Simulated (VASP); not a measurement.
# Ni (Fm-3m) in VASP: a series of runs, part 2 of 2

VASP 6.6.1.

## (3) Single point, revPBE (volume scaled by 0.88)

File INCAR:

```
ALGO = Normal
EDIFF = 1E-6
ENCUT = 520
GGA = RE
ISIF = 2
ISMEAR = -1
LASPH = T
LCHARG = F
LREAL = F
LWAVE = F
NBANDS = 11
NELM = 100
PREC = Accurate
SIGMA = 0.1
```

File KPOINTS:

```
k-points
0
Gamma
  25 25 25
```

File POSCAR:

```
Ni
1.0
    0.0000000000      1.6954127464      1.6954127464
    1.6954127464      0.0000000000      1.6954127464
    1.6954127464      1.6954127464      0.0000000000
Ni
1
Direct
    0.0000000000      0.0000000000      0.0000000000
```

Potentials or basis: VASP PAW PBE potentials, release 64 (Ni).

Started as:

```bash
$ cat potpaw_PBE.64/Ni/POTCAR > POTCAR
$ mpirun -np 1 vasp_std > vasp.out
```

Wall time 31 s (1 thread of Intel Xeon Platinum 8375C at 2.90GHz (Ice Lake), shared host); peak memory 0.16 GiB.

The run converged. Its results:

* Free energy: -4.9340 eV
* Pressure: 32.5 GPa
* Band gap on the k mesh: zero (band 5 reaches 11.16 eV, above the bottom of band 6 at 10.02 eV)

Levels at points of the mesh, in eV from the Fermi level:
```tsv
k point	band 2	band 3	band 4	band 5	band 6	band 7	band 8	band 9
(0.00, 0.00, 0.00)	-2.19	-2.19	-2.19	-0.91	-0.91	24.70	29.53	29.53
```

Caveat: the cell differs from its parent crystal (volume scaled by 0.88); the PAW data sets were made with another functional, which shifts forces and pressure a little; the run has no spin polarisation, though such a crystal can be magnetic.

## (4) Single point, revPBE (volume scaled by 0.92)

File INCAR:

```
SYSTEM = Ni
  PREC = Accurate
  ENCUT = 520
  EDIFF = 1E-6
  ISMEAR = -1
  SIGMA = 0.1
  LREAL = .FALSE.
  LASPH = .TRUE.
  NELM = 60
  ALGO = Normal
  ISIF = 2
  LWAVE = .FALSE.
  LCHARG = .FALSE.
  GGA = RE
  NBANDS = 11
```

File KPOINTS:

```
regular mesh
0
G
  25 25 25
  0 0 0
```

File POSCAR:

```
Ni
1.0
    0.0000000000      1.7207211455      1.7207211455
    1.7207211455      0.0000000000      1.7207211455
    1.7207211455      1.7207211455      0.0000000000
Ni
1
Direct
    0.0000000000      0.0000000000      0.0000000000
```

Potentials or basis: VASP PAW PBE potentials, release 64 (Ni).

Started as:

```bash
$ cat potpaw_PBE.64/Ni/POTCAR > POTCAR
$ mpirun -np 1 vasp_std > vasp.out
```

OUTCAR:

```text
SYSTEM = Ni
   PREC = Accurate
   ENCUT = 520
   EDIFF = 1E-6
   ISMEAR = -1
   LREAL = .FALSE.
   LASPH = .TRUE.
   NELM = 60
   ISIF = 2
   GGA = RE

 ion  position               nearest neighbor table
   1  0.000  0.000  0.000-

  LATTYP: Found a face centered cubic cell.
 ALAT       =     3.4414422910

  Lattice vectors:

 A1 = (   0.0000000000,   1.7207211455,   1.7207211455)
 A2 = (   1.7207211455,   0.0000000000,   1.7207211455)
 A3 = (   1.7207211455,   1.7207211455,   0.0000000000)

Analysis of symmetry for initial positions (statically):
=====================================================================
 Subroutine PRICEL returns:
 Original cell was already a primitive cell.

 Routine SETGRP: Setting up the symmetry group for a
 face centered cubic supercell.

 Subroutine GETGRP returns: Found 48 space group operations
 (whereof 48 operations were pure point group operations)
 out of a pool of 48 trial point group operations.

The static configuration has the point symmetry O_h .

Analysis of symmetry for dynamics (positions and initial velocities):
[... 164 lines left out ...]

 k-point     1 :       0.0000    0.0000    0.0000
  band No.  band energies     occupation
      1       0.9547      2.00000
      2       8.2300      2.00000
      3       8.2300      2.00000
      4       8.2300      2.00000
      5       9.4330      1.99960
      6       9.4330      1.99960
      7      34.6079      0.00000
      8      39.0984      0.00000
      9      39.0984      0.00000
     10      39.0984      0.00000
     11      42.3467      0.00000
[... 309 lines left out ...]
 k-point    24 :       0.4400    0.0400    0.0000
  band No.  band energies     occupation
      1       5.3908      2.00000
      2       8.1711      2.00000
      3       8.2396      2.00000
      4       9.0708      1.99999
      5      10.2032      1.38318
      6      10.3768      0.56664
      7      18.0631      0.00000
      8      33.0053      0.00000
      9      35.3575      0.00000
     10      36.4224      0.00000
     11      39.6790      0.00000

 [... further k-points ...]

------------------------ aborting loop because EDIFF is reached ----------------------------------------

  FORCE on cell =-STRESS in cart. coord.  units (eV):
  Direction    XX          YY          ZZ          XY          YZ          ZX
  --------------------------------------------------------------------------------------
  -------------------------------------------------------------------------------------
  Total        1.2162662      1.2162662      1.2162662      0.0000000     -0.0000000     -0.0000000
  in kB      191.2395610    191.2395610    191.2395610      0.0000000     -0.0000000     -0.0000000
  external PRESSURE =     191.2395610 kB  Pullay stress =       0.0000000 kB

 VOLUME and BASIS-vectors are now :
 -----------------------------------------------------------------------------
  energy-cutoff  :      520.00
  volume of cell :       10.19
      direct lattice vectors                 reciprocal lattice vectors
     0.000000000  1.720721145  1.720721145    -0.290575844  0.290575844  0.290575844
     1.720721145  0.000000000  1.720721145     0.290575844 -0.290575844  0.290575844
     1.720721145  1.720721145  0.000000000     0.290575844  0.290575844 -0.290575844

 POSITION                                       TOTAL-FORCE (eV/Angst)
 -----------------------------------------------------------------------------------
      0.00000      0.00000      0.00000        -0.000000     -0.000000     -0.000000
 -----------------------------------------------------------------------------------
    total drift:                                0.000000     -0.000000     -0.000000

  FREE ENERGIE OF THE ION-ELECTRON SYSTEM (eV)
  ---------------------------------------------------
  free  energy   TOTEN  =        -5.0045060950 eV

  energy  without entropy=       -4.9211690920  energy(sigma->0) =       -4.96283759
```

OSZICAR:

```text
N       E                     dE             d eps       ncg     rms          rms(c)
DAV:   1     0.295383556257E+02    0.29538E+02   -0.49248E+03 10360   0.127E+03
DAV:   2    -0.501871898818E+01   -0.34557E+02   -0.32623E+02 10373   0.174E+02
DAV:   3    -0.596571478733E+01   -0.94700E+00   -0.93832E+00 11317   0.332E+01
DAV:   4    -0.597331672980E+01   -0.76019E-02   -0.75997E-02 11126   0.268E+00
DAV:   5    -0.597347027201E+01   -0.15354E-03   -0.15354E-03 11426   0.366E-01    0.101E+01
DAV:   6    -0.526955170814E+01    0.70392E+00   -0.12646E+01 12154   0.506E+01    0.531E+00
DAV:   7    -0.502419077247E+01    0.24536E+00   -0.20071E+00 12055   0.189E+01    0.204E+00
DAV:   8    -0.500588007612E+01    0.18311E-01   -0.28810E-02 13968   0.173E+00    0.498E-01
DAV:   9    -0.500449381186E+01    0.13863E-02   -0.15977E-03 14757   0.275E-01    0.793E-02
DAV:  10    -0.500450969129E+01   -0.15879E-04   -0.13116E-05 10918   0.447E-02    0.267E-02
DAV:  11    -0.500450591266E+01    0.37786E-05   -0.18151E-07  7647   0.472E-03    0.298E-03
DAV:  12    -0.500450609500E+01   -0.18234E-06   -0.20693E-08  5485   0.158E-03
   1 F= -.50045061E+01 E0= -.49628376E+01  d E =-.833370E-01
```

It took 30 s on 1 thread of Intel Xeon Platinum 8375C at 2.90GHz (Ice Lake), shared host; peak memory 0.16 GiB.

Results:

```
Free energy            : -5.0045 eV
Pressure               : 19.1 GPa
Band gap on the k mesh : zero (band 5 reaches 10.45 eV, above the bottom of band 6 at 9.38 eV)
```

Caveat: the cell differs from its parent crystal (volume scaled by 0.92); the PAW data sets were made with another functional, which shifts forces and pressure a little; the run has no spin polarisation, though such a crystal can be magnetic.

## (5) Single point, revPBE (volume scaled by 0.96)

File INCAR:

```
SYSTEM = Ni
PREC = Accurate
ENCUT = 520
EDIFF = 1E-6
ISMEAR = -1
SIGMA = 0.1
LREAL = .FALSE.
LASPH = .TRUE.
NELM = 80
ALGO = Normal
ISIF = 2
LWAVE = .FALSE.
LCHARG = .FALSE.
GGA = RE
NBANDS = 11
```

File KPOINTS:

```
Automatic mesh
0
G
  25 25 25
  0 0 0
```

File POSCAR:

```
Ni
1.0
    0.0000000000      1.7453061977      1.7453061977
    1.7453061977      0.0000000000      1.7453061977
    1.7453061977      1.7453061977      0.0000000000
Ni
1
Direct
    0.0000000000      0.0000000000      0.0000000000
```

Started as:

```bash
$ cat potpaw_PBE.64/Ni/POTCAR > POTCAR
$ mpirun -np 1 vasp_std > vasp.out
```

Run time: 32 s. Hardware: 1 thread of Intel Xeon Platinum 8375C at 2.90GHz (Ice Lake), shared host; peak memory 0.16 GiB.

It converged, with:

```yaml
Free_energy: -5.0421 eV
Pressure: 8.6 GPa
Band_gap_on_the_k_mesh: zero (band 5 reaches 9.80 eV, above the bottom of band 6 at 8.80 eV)
```

Levels at points of the mesh, in eV from the Fermi level:
| k point | band 2 | band 3 | band 4 | band 5 | band 6 | band 7 | band 8 | band 9 |
| --- | --- | --- | --- | --- | --- | --- | --- | --- |
| (0.00, 0.00, 0.00) | -1.93 | -1.93 | -1.93 | -0.80 | -0.80 | 23.96 | 28.13 | 28.13 |

Caveat: the cell differs from its parent crystal (volume scaled by 0.96); the PAW data sets were made with another functional, which shifts forces and pressure a little; the run has no spin polarisation, though such a crystal can be magnetic. Spin polarisation is off, so any magnetic state and its effect on volume and gap are missing.

## (6) Single point, revPBE

This run uses another cell than the first one, of 11.08 Å³/atom, 1.012 times its volume.

File INCAR:

```
  PREC = Accurate
  ENCUT = 520
  EDIFF = 1E-6
  ISMEAR = -1
  SIGMA = 0.1
  LREAL = F
  LASPH = T
  NELM = 80
  ALGO = Normal
  ISIF = 2
  LWAVE = F
  LCHARG = F
  GGA = RE
  NBANDS = 11
```

File KPOINTS:

```
Automatic mesh
0
Gamma
  25 25 25
```

File POSCAR:

```
Ni
1.0
    0.0000000000      1.7692174731      1.7692174731
    1.7692174731      0.0000000000      1.7692174731
    1.7692174731      1.7692174731      0.0000000000
Ni
1
Direct
    0.0000000000      0.0000000000      0.0000000000
```

Potentials or basis: VASP PAW PBE potentials, release 64 (Ni).

Started as:

```bash
$ cat potpaw_PBE.64/Ni/POTCAR > POTCAR
$ mpirun -np 1 vasp_std > vasp.out
```

Run time: 37 s. Hardware: 1 thread of Intel Xeon Platinum 8375C at 2.90GHz (Ice Lake), shared host; peak memory 0.17 GiB.

The run converged. Its results:

```
Free energy            : -5.0538 eV
Pressure               : 0.3 GPa
Band gap on the k mesh : zero (band 5 reaches 9.20 eV, above the bottom of band 6 at 8.27 eV)
```

Levels at points of the mesh, in eV from the Fermi level:
```
           k point  band 1  band 2  band 3  band 4  band 5  band 6  band 7  band 8  band 9  band 10
(0.00, 0.00, 0.00)   -8.73   -1.82   -1.82   -1.82   -0.76   -0.76   23.62   27.47   27.47    27.47
```

Caveat: the PAW data sets were made with another functional, which shifts forces and pressure a little; the run has no spin polarisation, though such a crystal can be magnetic.

## (7) Overview

```csv
task,cell,k mesh,cutoff (eV),gap on the mesh (eV),pressure (GPa)
relaxation of cell and atoms,"relaxed from a = 2.492 Å, angles 60.0°, 1 atom",15 × 15 × 15,600,none,0.0
single point,"a = 2.398 Å, angles 60.0°, 1 atom",25 × 25 × 25,520,none,32.5
single point,"a = 2.433 Å, angles 60.0°, 1 atom",25 × 25 × 25,520,none,19.1
single point,"a = 2.468 Å, angles 60.0°, 1 atom",25 × 25 × 25,520,none,8.6
single point,"a = 2.502 Å, angles 60.0°, 1 atom",25 × 25 × 25,520,none,0.3
```

Alike in all rows: level revPBE; potentials or basis VASP PAW PBE potentials, release 64 (Ni); no spin polarisation; smearing fermi-dirac 0.1 eV.

Caveats: the PAW data sets were made with another functional, which shifts forces and pressure a little; the run has no spin polarisation, though such a crystal can be magnetic.

Total energies depend on the potentials used, so only differences within one code and one set of settings carry meaning.
